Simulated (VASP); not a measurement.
## NaCl: single point with r2SCAN

Crystal: NaCl.

```
Na Cl
1.0
     0.00000    2.77442    2.77442
     2.77442    0.00000    2.77442
     2.77442    2.77442    0.00000
Na Cl
1 1
Direct
  0.00000 0.00000 0.00000
  0.50000 0.50000 0.50000
```

This cell differs from its parent crystal: volume changed by -3%.

| Property | Result |
| --- | --- |
| Program | VASP 6.6.1 |
| Task | single point |
| Functional | r2SCAN |
| Potentials or basis | VASP PAW PBE potentials, release 64 (Na_pv, Cl) |
| Cutoff | 520 eV |
| k mesh | 6 × 6 × 6 |
| Occupations | gaussian, width 0.01 eV |
| Spin | no spin polarisation |
| Dipole correction | no |
| Further INCAR settings | ALGO = Normal; EDIFF = 1e-06; NBANDS = 14 |

- Pressure: 0.8 GPa
- Band gap on the k mesh: 6.13 eV, direct

Levels at points of the mesh, in eV from the valence-band top:
| k point | band 5 | band 6 | band 7 | band 8 | band 9 | band 10 |
| --- | --- | --- | --- | --- | --- | --- |
| (0.00, 0.00, 0.00) | 0.00 | 0.00 | 0.00 | 6.13 | 11.80 | 11.80 |
| (0.50, 0.00, 0.00) | -2.08 | -0.31 | -0.31 | 8.04 | 11.88 | 11.88 |
| (0.50, 0.50, 0.00) | -1.82 | -0.66 | -0.66 | 8.57 | 8.58 | 12.58 |

It took 28 s on 1 thread of Intel(R) Xeon(R) Platinum 8488C (Sapphire Rapids), on a shared host, peak memory 0.16 GiB.

Caveat: the PAW data sets were made with another functional, which shifts forces and pressure a little.
